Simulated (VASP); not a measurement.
# VO2 (P4_2/mnm) in VASP: single point with PBE+U

Aim: the single point of VO2 with PBE+U.

Everything below comes from runs of VASP 6.6.1. Logs are shortened: lines on timing, memory, paths and dates and some standing lists are left out, and cuts for length are marked.

### Step 1. The cell of the first run

The structure is tetragonal, space group P4_2/mnm (No. 136). The conventional cell has a = 4.382 Å, b = 4.382 Å, c = 2.975 Å, α = 90.00°, β = 90.00°, γ = 90.00°. Within 2.5 Å of V (site symmetry mmm) lie 6 O at 1.85 to 1.94 Å. O (site symmetry m2m) has 3 V at 1.85 to 1.94 Å and 1 O at 2.49 Å within 2.5 Å.

### Step 2. Single point, PBE+U, collinear spin, ferromagnetic start (9.52 Å³/atom)

The input, INCAR:

```
  PREC = Accurate
  ENCUT = 600
  EDIFF = 1E-6
  ISMEAR = 0
  SIGMA = 0.02
  LREAL = False
  LASPH = True
  NELM = 200
  ALGO = Normal
  ISIF = 2
  LWAVE = False
  LCHARG = False
  ISPIN = 2
  MAGMOM = 0.95 0.95 0 0 0 0
  LORBIT = 11
  LMAXMIX = 4
  LDAU = True
  LDAUTYPE = 2
  LDAUL = 2 -1
  LDAUU = 3.25 0
  LDAUJ = 0 0
  LDAUPRINT = 1
  GGA = PE
  NBANDS = 38
  GGA_COMPAT = False
```

The input, KPOINTS:

```
regular mesh
0
Gamma
  6 10 6
```

The input, POSCAR:

```
VO2
1.0
    4.3816341365      0.0000000000      0.0692880225
    0.0000000000      2.9750137909      0.0000000000
   -0.0692728316      0.0000000000      4.3816343767
V O
2 4
Direct
    0.0000000000      0.0000000000      0.0000000000
    0.5000000000      0.5000000000      0.5000000000
    0.7989370446      0.5000000000      0.2010629554
    0.2010629554      0.5000000000      0.7989370446
    0.7010628746      0.0000000000      0.7010628746
    0.2989371254      0.0000000000      0.2989371254
```

Potentials or basis: VASP PAW PBE potentials, release 64 (V_sv, O).

On the command line:

```sh
$ cat potpaw_PBE.64/V_sv/POTCAR potpaw_PBE.64/O/POTCAR > POTCAR
$ mpirun -np 1 vasp_std > vasp.out
```

OUTCAR:

```text
PREC = Accurate
   ENCUT = 600
   EDIFF = 1E-6
   ISMEAR = 0
   LREAL = False
   LASPH = True
   NELM = 200
   ISIF = 2
   ISPIN = 2
   LORBIT = 11
   GGA = PE

 ion  position               nearest neighbor table
   1  0.000  0.000  0.000-   5 1.85   6 1.85   3 1.94   4 1.94   3 1.94   4 1.94
   2  0.500  0.500  0.500-   3 1.85   4 1.85   5 1.94   6 1.94   5 1.94   6 1.94
   3  0.799  0.500  0.201-   2 1.85   1 1.94   1 1.94
   4  0.201  0.500  0.799-   2 1.85   1 1.94   1 1.94
   5  0.701  0.000  0.701-   1 1.85   2 1.94   2 1.94
   6  0.299  0.000  0.299-   1 1.85   2 1.94   2 1.94

  LATTYP: Found a simple tetragonal cell.
 ALAT       =     4.3821819378
 C/A-ratio  =     0.6788886982

  Lattice vectors:

 A1 = (  -4.3816341365,   0.0000000000,  -0.0692880225)
 A2 = (  -0.0692728316,   0.0000000000,   4.3816343767)
 A3 = (   0.0000000000,   2.9750137909,   0.0000000000)

Analysis of symmetry for initial positions (statically):
=====================================================================
 Subroutine PRICEL returns:
 Original cell was already a primitive cell.

 Routine SETGRP: Setting up the symmetry group for a
 simple tetragonal supercell.

 Subroutine GETGRP returns: Found 16 space group operations
 (whereof  8 operations were pure point group operations)
 out of a pool of 16 trial point group operations.

The static configuration has the point symmetry D_2h.
 The point group associated with its full space group is D_4h.

Analysis of symmetry for dynamics (positions and initial velocities):
=====================================================================
 Subroutine PRICEL returns:
 Original cell was already a primitive cell.

 Routine SETGRP: Setting up the symmetry group for a
 simple tetragonal supercell.

 Subroutine GETGRP returns: Found 16 space group operations
 (whereof  8 operations were pure point group operations)
 out of a pool of 16 trial point group operations.

The dynamic configuration has the point symmetry D_2h.
 The point group associated with its full space group is D_4h.

Analysis of structural, dynamic, and magnetic symmetry:
=====================================================================
 Subroutine PRICEL returns:
 Original cell was already a primitive cell.

 Routine SETGRP: Setting up the symmetry group for a
[... 220 lines left out ...]
  o =  0.3283  v =  0.0000  0.0000  0.0000  0.0000  0.0000  0.0000  0.0000  0.2538 -0.8326  0.4923      0.0000  0.0000  0.0000  0.0000  0.0000  0.0000  0.0000  0.0000  0.0000  0.0000
  o =  0.3961  v =  0.0000  0.0000  0.2501 -0.8373  0.4862  0.0000  0.0000  0.0000  0.0000  0.0000      0.0000  0.0000  0.0000  0.0000  0.0000  0.0000  0.0000  0.0000  0.0000  0.0000
  o =  0.9282  v =  0.0000  0.0000 -0.4338 -0.5459 -0.7168  0.0000  0.0000  0.0000  0.0000  0.0000      0.0000  0.0000  0.0000  0.0000  0.0000  0.0000  0.0000  0.0000  0.0000  0.0000

 number of electron      50.0000024 magnetization       2.0001105

 Free energy of the ion-electron system (eV)
  ---------------------------------------------------
  ext. energy  EPLUGINS =         0.00000000
  ---------------------------------------------------
  free energy    TOTEN  =       -46.30870925 eV

  energy without entropy =      -46.30870925  energy(sigma->0) =      -46.30870925

 E-fermi :   5.9032     XC(G=0): -11.9743

 val. band max:        5.7740627846   @ k =   0.1667   0.2000   0.1667
 cond. band min:       6.8246801969   @ k =   0.5000   0.5000   0.0000
 fundamental gap:      1.0506174122
 Fermi energy:         5.9032299211

 spin component 1

 k-point     1 :       0.0000    0.0000    0.0000
  band No.  band energies     occupation
      1     -59.6683      1.00000
      2     -59.6555      1.00000
      3     -33.7236      1.00000
      4     -33.7235      1.00000
      5     -33.3308      1.00000
      6     -33.3070      1.00000
[... 1913 lines left out ...]
     36      18.4873      0.00000
     37      20.3387      0.00000

 [... further k-points ...]

 [bands above 37 left out]

------------------------ aborting loop because EDIFF is reached ----------------------------------------

  FORCE on cell =-STRESS in cart. coord.  units (eV):
  Direction    XX          YY          ZZ          XY          YZ          ZX
  --------------------------------------------------------------------------------------
  -------------------------------------------------------------------------------------
  Total        7.4073006      7.3094348      7.4073022      0.0000000      0.0000000      0.0000257
  in kB      207.7307366    204.9861831    207.7307821      0.0000000      0.0000000      0.0007198
  external PRESSURE =     206.8159006 kB  Pullay stress =       0.0000000 kB

 VOLUME and BASIS-vectors are now :
 -----------------------------------------------------------------------------
  energy-cutoff  :      600.00
  volume of cell :       57.13
      direct lattice vectors                 reciprocal lattice vectors
     4.381634136  0.000000000  0.069288023     0.228168310  0.000000000  0.003607299
     0.000000000  2.975013791  0.000000000     0.000000000  0.336132896  0.000000000
    -0.069272832  0.000000000  4.381634377    -0.003608090  0.000000000  0.228168298

 POSITION                                       TOTAL-FORCE (eV/Angst)
 -----------------------------------------------------------------------------------
      0.00000      0.00000      0.00000        -0.000000     -0.000000      0.000000
      2.15618      1.48751      2.22546        -0.000000     -0.000000      0.000000
      3.48672      1.48751      0.93634         0.044530     -0.000000     -0.043143
      0.82564      1.48751      3.51458        -0.044530      0.000000      0.043143
      3.02324      0.00000      3.12038        -0.043144     -0.000000     -0.044530
      1.28912      0.00000      1.33055         0.043144      0.000000      0.044530
 -----------------------------------------------------------------------------------
    total drift:                               -0.000000      0.000000      0.000000

  FREE ENERGIE OF THE ION-ELECTRON SYSTEM (eV)
  ---------------------------------------------------
  free  energy   TOTEN  =       -46.3087092523 eV

  energy  without entropy=      -46.3087092523  energy(sigma->0) =      -46.30870925

 total charge

# of ion       s       p       d       tot
------------------------------------------
    1        2.304   6.372   2.827  11.503
    2        2.304   6.372   2.827  11.503
    3        1.570   3.532   0.000   5.102
    4        1.570   3.532   0.000   5.102
    5        1.570   3.532   0.000   5.102
    6        1.570   3.532   0.000   5.102
--------------------------------------------------
tot         10.887  26.873   5.654  43.415

 magnetization (x)

# of ion       s       p       d       tot
------------------------------------------
    1        0.015   0.014   1.023   1.052
    2        0.015   0.014   1.023   1.052
    3       -0.002  -0.037   0.000  -0.039
    4       -0.002  -0.037   0.000  -0.039
    5       -0.002  -0.037   0.000  -0.039
    6       -0.002  -0.037   0.000  -0.039
--------------------------------------------------
tot          0.023  -0.121   2.046   1.947
```

It took 2.2 min on 1 thread of Intel Xeon Platinum 8488C (Sapphire Rapids), shared host; peak memory 0.34 GiB.

What came out:

- Free energy: -46.3087 eV
- Pressure: 20.7 GPa
- Largest force: 0.062 eV/Å
- Band gap on the k mesh: 1.05 eV (least direct gap 1.28 eV)
- Net moment: 2.00 μB per cell
- Site moments: V +1.05; O -0.04 μB
- Valence electrons inside the program's atomic spheres: V 11.50; O 5.10

Forces in eV/Å, atoms in the order of the input:
```
V    0.000  0.000  0.000
V    0.000  0.000  0.000
O    0.045  0.000 -0.043
O   -0.045  0.000  0.043
O   -0.043  0.000 -0.045
O    0.043  0.000  0.045
```

Levels at points of the mesh, in eV from the valence-band top:
Spin up:
```csv
k point,band 24,band 25,band 26,band 27,band 28,band 29
"(0.00, 0.00, 0.00)",-0.64,-0.64,-0.11,1.34,1.44,1.44
"(0.50, 0.00, 0.00)",-0.96,-0.43,-0.43,2.20,2.20,2.60
"(0.00, 0.50, 0.00)",-1.75,-0.61,-0.61,2.38,2.38,2.92
"(0.50, 0.50, 0.00)",-1.32,-0.63,-0.63,1.05,1.05,3.12
"(0.50, 0.00, 0.50)",-1.52,-1.21,-1.21,1.48,1.48,3.01
"(0.50, 0.50, 0.50)",-0.80,-0.61,-0.61,1.96,1.96,2.30
```
Spin down:
| k point | band 21 | band 22 | band 23 | band 24 | band 25 | band 26 | band 27 | band 28 |
| --- | --- | --- | --- | --- | --- | --- | --- | --- |
| (0.00, 0.00, 0.00) | -1.10 | -0.71 | -0.71 | -0.23 | 2.15 | 2.19 | 2.19 | 2.75 |
| (0.50, 0.00, 0.00) | -2.37 | -2.37 | -1.03 | -1.03 | 2.92 | 2.92 | 3.23 | 3.23 |
| (0.00, 0.50, 0.00) | -3.07 | -3.07 | -1.76 | -1.76 | 3.05 | 3.05 | 3.52 | 3.52 |
| (0.50, 0.50, 0.00) | -2.37 | -2.37 | -1.40 | -1.40 | 1.82 | 1.82 | 3.74 | 3.74 |
| (0.50, 0.00, 0.50) | -1.97 | -1.97 | -1.55 | -1.55 | 2.23 | 2.23 | 2.65 | 2.65 |
| (0.50, 0.50, 0.50) | -1.78 | -1.78 | -0.85 | -0.85 | 2.62 | 2.62 | 2.98 | 2.98 |

Eigenvalues of the final occupation matrices:
```csv
site,spin,trace,eigenvalues
site 1 d,1,1.94,0.15 0.17 0.30 0.40 0.93
site 1 d,2,0.92,0.06 0.12 0.13 0.28 0.33
site 2 d,1,1.94,0.15 0.17 0.30 0.40 0.93
site 2 d,2,0.92,0.06 0.12 0.13 0.28 0.33
```

Caveat: the cell stands under pressure. The state reached can hang on the start; a lower one may exist.
